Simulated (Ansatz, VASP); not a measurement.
One calculation of BeS, two programs

```
Be S
1.0
     0.00000    2.61168    2.41041
     2.41041    0.00000    2.41041
     2.41041    2.61168    0.00000
Be S
1 1
Direct
  0.00000 0.00000 0.00000
  0.75000 0.75000 0.75000
```

Alike in both runs: task single point; functional PBEsol; k mesh 10 × 10 × 10; occupations gaussian, width 0.05 eV; no spin polarisation.

|  | VASP | Ansatz |
| --- | --- | --- |
| version | VASP 6.6.1 | Ansatz 0.2.0 |
| potentials or method | VASP PAW PBE potentials, release 64 (Be, S), cutoff 520 eV | scalar-relativistic, plane waves, PAW |
| valence electrons in the cell | 8 | 8 |

```tsv
	VASP	Ansatz	Ansatz less VASP
gap on the k mesh at the Fermi level (eV)	2.73	2.72	-0.003
least direct gap on the mesh (eV)	5.00	5.00	-0.002
pressure (GPa)	-5.8	-6.0	-0.14
traceless stress, the component that is largest in VASP (GPa)	-5.49	-5.51	-0.024
```

VASP's potentials were made for PBE, not for PBEsol.
